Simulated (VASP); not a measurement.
# BaTe (P4/mmm) in VASP: a series of runs

BaTe is run at these levels: PBEsol; tasks: single point.

Everything below comes from runs of VASP 6.6.1. Logs are shortened: lines on timing, memory, paths and dates and some standing lists are left out, and cuts for length are marked.

## (1) The cell of the first run

It takes space group P4/mmm (No. 123, tetragonal). The conventional cell has a = 4.262 Å, b = 4.262 Å, c = 4.177 Å, α = 90.00°, β = 90.00°, γ = 90.00°. Within 4.8 Å of Ba (site symmetry 4/mmm) lie 8 Te at 3.67 Å and 6 Ba at 4.18 to 4.26 Å. Within 4.8 Å of Te (site symmetry 4/mmm) lie 8 Ba at 3.67 Å and 6 Te at 4.18 to 4.26 Å.

## (2) Single point, PBEsol (strain -0.0200 x Voigt [0, 1, 0, 0, 0, 0])

INCAR reads:

```
SYSTEM = BaTe
PREC = Accurate
ENCUT = 520
EDIFF = 1E-6
ISMEAR = 0
SIGMA = 0.05
LREAL = .False.
LASPH = .True.
NELM = 60
ALGO = Normal
ISIF = 2
LWAVE = .False.
LCHARG = .False.
GGA = PS
NBANDS = 15
```

KPOINTS reads:

```
Automatic mesh
0
Gamma
  6 6 6
  0 0 0
```

POSCAR reads:

```
BaTe
1.0
    4.2624660000      0.0000000000      0.0000000000
    0.0000000000      4.1772166800      0.0000000000
    0.0000000000      0.0000000000      4.2624660000
Ba Te
1 1
Direct
    0.0000000000      0.0000000000      0.0000000000
    0.5000000000      0.5000000000      0.5000000000
```

Potentials or basis: VASP PAW PBE potentials, release 64 (Ba_sv, Te).

On the command line:

```bash
cat potpaw_PBE.64/Ba_sv/POTCAR potpaw_PBE.64/Te/POTCAR > POTCAR
mpirun -np 1 vasp_std > vasp.out
```

OUTCAR:

```text
SYSTEM = BaTe
   PREC = Accurate
   ENCUT = 520
   EDIFF = 1E-6
   ISMEAR = 0
   LREAL = .False.
   LASPH = .True.
   NELM = 60
   ISIF = 2
   GGA = PS

 ion  position               nearest neighbor table
   1  0.000  0.000  0.000-   2 3.67   2 3.67   2 3.67   2 3.67   2 3.67   2 3.67   2 3.67   2 3.67

   2  0.500  0.500  0.500-   1 3.67   1 3.67   1 3.67   1 3.67   1 3.67   1 3.67   1 3.67   1 3.67

  LATTYP: Found a simple tetragonal cell.
 ALAT       =     4.2624660000
 C/A-ratio  =     0.9800000000

  Lattice vectors:

 A1 = (  -4.2624660000,   0.0000000000,   0.0000000000)
 A2 = (   0.0000000000,   0.0000000000,   4.2624660000)
 A3 = (   0.0000000000,   4.1772166800,   0.0000000000)

Analysis of symmetry for initial positions (statically):
=====================================================================
 Subroutine PRICEL returns:
 Original cell was already a primitive cell.

 Routine SETGRP: Setting up the symmetry group for a
 simple tetragonal supercell.

 Subroutine GETGRP returns: Found 16 space group operations
 (whereof 16 operations were pure point group operations)
 out of a pool of 16 trial point group operations.

The static configuration has the point symmetry D_4h.

Analysis of symmetry for dynamics (positions and initial velocities):
=====================================================================
 Subroutine PRICEL returns:
 Original cell was already a primitive cell.

 Routine SETGRP: Setting up the symmetry group for a
 simple tetragonal supercell.

 Subroutine GETGRP returns: Found 16 space group operations
 (whereof 16 operations were pure point group operations)
 out of a pool of 16 trial point group operations.

The dynamic configuration has the point symmetry D_4h.

 Subroutine INISYM returns: Found 16 space group operations
 (whereof 16 operations are pure point group operations),
 and found     1 'primitive' translations

----------------------------------------------------------------------------------------

                                     Primitive cell

  volume of cell :      75.8942

  direct lattice vectors                    reciprocal lattice vectors
     4.262466000  0.000000000  0.000000000     0.234605977  0.000000000  0.000000000
     0.000000000  4.177216680  0.000000000     0.000000000  0.239393854  0.000000000
     0.000000000  0.000000000  4.262466000     0.000000000  0.000000000  0.234605977

  length of vectors
     4.262466000  4.177216680  4.262466000     0.234605977  0.239393854  0.234605977

  position of ions in fractional coordinates (direct lattice)
     0.000000000  0.000000000  0.000000000
     0.500000000  0.500000000  0.500000000

  ion indices of the primitive-cell ions
   primitive index   ion index
                 1           1
                 2           2

----------------------------------------------------------------------------------------

 KPOINTS: Automatic mesh

Automatic generation of k-mesh.
 Grid dimensions read from file:
 generate k-points for:    6    6    6

 Generating k-lattice:

  Cartesian coordinates                     Fractional coordinates (reciprocal lattice)
     0.039100996  0.000000000  0.000000000     0.166666667  0.000000000  0.000000000
     0.000000000  0.039898976  0.000000000     0.000000000  0.166666667  0.000000000
     0.000000000  0.000000000  0.039100996     0.000000000  0.000000000  0.166666667

  Length of vectors
     0.039100996  0.039898976  0.039100996

  Shift w.r.t. Gamma in fractional coordinates (k-lattice)
     0.000000000  0.000000000  0.000000000

 Subroutine IBZKPT returns following result:
 ===========================================

 Found     40 irreducible k-points:

 Following reciprocal coordinates:
            Coordinates               Weight
  0.000000  0.000000  0.000000      1.000000
  0.166667  0.000000  0.000000      4.000000
  0.333333  0.000000  0.000000      4.000000
  0.500000  0.000000  0.000000      2.000000
  0.000000  0.166667  0.000000      2.000000
  0.166667  0.166667  0.000000      8.000000
[... 16 lines left out ...]
  0.166667  0.333333  0.166667      8.000000
  0.333333  0.333333  0.166667     16.000000
 [... further k-points ...]
   k-points           NKPTS =     40   k-points in BZ     NKDIM =     40   number of bands    NBANDS=     15
   number of dos      NEDOS =    301   number of ions     NIONS =      2
   total plane-waves  NPLWV =  32768
   dimension x,y,z NGX =    32 NGY =   32 NGZ =   32
   dimension x,y,z NGXF=    64 NGYF=   64 NGZF=   64
   ions per type =               1   1
   NGX,Y,Z   is equivalent  to a cutoff of  12.48, 12.74, 12.48 a.u.
   NGXF,Y,Z  is equivalent  to a cutoff of  24.96, 25.47, 24.96 a.u.
 SYSTEM =  BaTe
   PREC   = accura    normal or accurate (medium, high low for compatibility)
   ISTART =      0    job   : 0-new  1-cont  2-samecut
   ICHARG =      2    charge: 1-file 2-atom 10-const
   ISPIN  =      1    spin polarized calculation?
   LNONCOLLINEAR =      F non collinear calculations
   LSORBIT =      F    spin-orbit coupling
   LASPH  =      T    aspherical Exc in radial PAW
   ENCUT  =  520.0 eV  38.22 Ry    6.18 a.u.   7.93  7.77  7.93*2*pi/ulx,y,z
   NELM   =     60;   NELMIN=  2; NELMDL= -5     # of ELM steps
   EDIFF  = 0.1E-05   stopping-criterion for ELM
   LREAL  =      F    real-space projection
   EDIFFG = 0.1E-04   stopping-criterion for IOM
   NSW    =      0    number of steps for IOM
   IBRION =     -1    ionic relax: 0-MD 1-quasi-New 2-CG
   NFREE  =      0    steps in history (QN), initial steepest desc. (CG)
   ISIF   =      2    stress and relaxation
   ISYM   =      2    0-nonsym 1-usesym 2-fastsym
   POTIM  = 0.5000    time-step for ionic-motion
   TEBEG  =    0.0;   TEEND  =   0.0 temperature during run
   PSTRESS=    0.0 pullay stress
   NELECT =      16.0000    total number of electrons
   NUPDOWN=      -1.0000    fix difference up-down
   EMIN   =  10.00;   EMAX   =-10.00  energy-range for DOS
   EFERMI =   0.00;   METHOD = LEGACY
   ISMEAR =     0;   SIGMA  =   0.05  broadening in eV -4-tet -1-fermi 0-gaus
   EFERMI_NEDOS =   21; number of points for ismear=-14 and -15
   IALGO  =     38    algorithm
   IMIX   =      4    mixing-type and parameters
     AMIX     =   0.40;   BMIX     =  1.00
     AMIX_MAG =   1.60;   BMIX_MAG =  1.00
  volume/ion in A,a.u.               =      37.95       256.08
  Fermi-wavevector in a.u.,A,eV,Ry     =   0.974343  1.841241 12.916613  0.949344
  Thomas-Fermi vector in A             =   2.104795
   LORBIT       =      0    0 simple, 1 ext, 2 COOP (PROOUT), +10 PAW based schemes
   GGA     = PS    functional components
   LHFCALC =     F    Hartree Fock is set to
   AEXX    =    0.0000 exact exchange contribution
   IVDW    =     0    specifies the selected vdW correction
   LEPSILON=     F    determine dielectric tensor
   LRPA    =     F    only Hartree local field effects (RPA)
 non-spin polarized calculation
 Gauss-broadening in eV      SIGMA  =   0.05
  energy-cutoff  :      520.00
  volume of cell :       75.89
 maximum number of plane-waves:      2064
 NGX is ok and might be reduce to    32
   NGX = 15   NGY = 15   NGZ = 15

 number of electron      15.9999999 magnetization

 Free energy of the ion-electron system (eV)
  ---------------------------------------------------
  ext. energy  EPLUGINS =         0.00000000
  ---------------------------------------------------
  free energy    TOTEN  =        -8.91788676 eV

  energy without entropy =       -8.91788676  energy(sigma->0) =       -8.91788676

 E-fermi :   4.1514     XC(G=0):  -9.0186

 val. band max:        3.9470962345   @ k =   0.5000   0.0000   0.5000
 cond. band min:       4.4852044695   @ k =   0.0000   0.0000   0.0000
 fundamental gap:      0.5381082350
 Fermi energy:         4.1514249840

 k-point     1 :       0.0000    0.0000    0.0000
  band No.  band energies     occupation
      1     -24.2133      2.00000
      2      -9.2340      2.00000
      3      -9.2340      2.00000
      4      -9.2145      2.00000
      5      -6.6307      2.00000
      6       3.4004      2.00000
      7       3.4004      2.00000
      8       3.5803      2.00000
      9       4.4852      0.00000
     10       4.5005      0.00000
     11       6.1635      0.00000
     12       8.3208      0.00000
     13       8.4647      0.00000
     14       8.4647      0.00000
     15      12.2033      0.00000

 k-point     2 :       0.1667    0.0000    0.0000
  band No.  band energies     occupation
      1     -24.2066      2.00000
      2      -9.4038      2.00000
      3      -9.2206      2.00000
      4      -9.2019      2.00000
      5      -6.4245      2.00000
      6       2.1898      2.00000
      7       3.2550      2.00000
      8       3.4484      2.00000
      9       4.6499      0.00000
     10       5.3756      0.00000
     11       7.1938      0.00000
     12       8.4706      0.00000
     13       8.5512      0.00000
     14       8.5819      0.00000
     15      10.8176      0.00000

 k-point     3 :       0.3333    0.0000    0.0000
  band No.  band energies     occupation
      1     -24.1931      2.00000
      2      -9.6962      2.00000
      3      -9.1936      2.00000
      4      -9.1764      2.00000
      5      -6.0291      2.00000
      6       0.8615      2.00000
      7       2.9775      2.00000
      8       3.1927      2.00000
      9       5.0295      0.00000
     10       7.0058      0.00000
     11       8.6326      0.00000
     12       8.7433      0.00000
     13       8.9721      0.00000
     14       9.0099      0.00000
     15       9.2728      0.00000

 k-point     4 :       0.5000    0.0000    0.0000
  band No.  band energies     occupation
      1     -24.1864      2.00000
      2      -9.8260      2.00000
      3      -9.1799      2.00000
      4      -9.1635      2.00000
      5      -5.8287      2.00000
      6       0.3350      2.00000
      7       2.8450      2.00000
      8       3.0690      2.00000
      9       5.2841      0.00000
     10       8.5640      0.00000
     11       8.7377      0.00000
     12       8.8211      0.00000
     13       8.8516      0.00000
     14       9.4394      0.00000
     15       9.4889      0.00000
[... 307 lines left out ...]
 k-point    22 :       0.5000    0.1667    0.1667
  band No.  band energies     occupation
      1     -24.1721      2.00000
      2      -9.7230      2.00000
      3      -9.2892      2.00000
      4      -9.2653      2.00000
      5      -5.8974      2.00000
      6       0.8512      2.00000
      7       2.2112      2.00000
      8       3.0427      2.00000
      9       5.8016      0.00000
     10       6.8866      0.00000
     11       7.1037      0.00000
     12       9.0761      0.00000
     13       9.5008      0.00000
     14      10.1477      0.00000
     15      10.4121      0.00000

 k-point    23 :       0.1667    0.3333    0.1667
  band No.  band energies     occupation
      1     -24.1752      2.00000
      2      -9.6462      2.00000
      3      -9.3067      2.00000
      4      -9.2747      2.00000
      5      -5.9737      2.00000
      6       1.2726      2.00000
      7       2.2889      2.00000
      8       2.7634      2.00000
      9       5.8119      0.00000
     10       6.8151      0.00000
     11       7.3473      0.00000
     12       8.3430      0.00000
     13       8.8571      0.00000
     14       9.2380      0.00000
     15      10.7733      0.00000

 k-point    24 :       0.3333    0.3333    0.1667
  band No.  band energies     occupation
      1     -24.1626      2.00000
      2      -9.5778      2.00000
      3      -9.4976      2.00000
      4      -9.2587      2.00000
      5      -5.9404      2.00000
      6       1.4536      2.00000
      7       1.7670      2.00000
      8       2.6388      2.00000
      9       5.9289      0.00000
     10       6.9109      0.00000
     11       6.9829      0.00000
     12       8.2455      0.00000
     13       8.7017      0.00000
     14      10.0017      0.00000
     15      11.8834      0.00000

 [... further k-points ...]

------------------------ aborting loop because EDIFF is reached ----------------------------------------

  FORCE on cell =-STRESS in cart. coord.  units (eV):
  Direction    XX          YY          ZZ          XY          YZ          ZX
  --------------------------------------------------------------------------------------
  -------------------------------------------------------------------------------------
  Total       -0.7690210     -0.0719259     -0.7690210      0.0000000      0.0000000      0.0000000
  in kB      -16.2345370     -1.5184029    -16.2345370      0.0000000      0.0000000      0.0000000
  external PRESSURE =     -11.3291590 kB  Pullay stress =       0.0000000 kB

 VOLUME and BASIS-vectors are now :
 -----------------------------------------------------------------------------
  energy-cutoff  :      520.00
  volume of cell :       75.89
      direct lattice vectors                 reciprocal lattice vectors
     4.262466000  0.000000000  0.000000000     0.234605977  0.000000000  0.000000000
     0.000000000  4.177216680  0.000000000     0.000000000  0.239393854  0.000000000
     0.000000000  0.000000000  4.262466000     0.000000000  0.000000000  0.234605977

 POSITION                                       TOTAL-FORCE (eV/Angst)
 -----------------------------------------------------------------------------------
      0.00000      0.00000      0.00000         0.000000      0.000000      0.000000
      2.13123      2.08861      2.13123         0.000000      0.000000      0.000000
 -----------------------------------------------------------------------------------
    total drift:                                0.000000      0.000000     -0.000000

  FREE ENERGIE OF THE ION-ELECTRON SYSTEM (eV)
  ---------------------------------------------------
  free  energy   TOTEN  =        -8.9178867587 eV

  energy  without entropy=       -8.9178867587  energy(sigma->0) =       -8.91788676
```

It took 30 s on 1 thread of Intel Xeon 8259CL, shared host; peak memory 0.2 GiB.

Results:

```
Free energy            : -8.9179 eV
Pressure               : -1.1 GPa
Band gap on the k mesh : 0.54 eV (least direct gap 0.70 eV)
```

Levels at points of the mesh, in eV from the valence-band top:
```csv
k point,band 5,band 6,band 7,band 8,band 9,band 10,band 11,band 12
"(0.00, 0.00, 0.00)",-10.58,-0.55,-0.55,-0.37,0.54,0.55,2.22,4.37
"(0.50, 0.00, 0.00)",-9.78,-3.61,-1.10,-0.88,1.34,4.62,4.79,4.87
"(0.00, 0.50, 0.00)",-9.75,-3.61,-1.06,-1.06,1.42,4.62,4.83,4.84
"(0.50, 0.50, 0.00)",-9.98,-2.23,-2.16,-0.16,0.79,2.30,2.66,2.76
"(0.50, 0.00, 0.50)",-10.03,-2.20,-2.20,0.00,0.70,2.51,2.89,2.89
"(0.50, 0.50, 0.50)",-9.60,-3.12,-3.11,-3.11,4.57,4.57,4.67,6.25
```

Caveat: the cell differs from its parent crystal (strain -0.0200 x Voigt [0, 1, 0, 0, 0, 0]); the PAW data sets were made with another functional, which shifts forces and pressure a little; spin-orbit coupling is left out, which moves the levels of the heavy elements. A k mesh can miss the band edges.

(Part 1 of 2 ends here.)
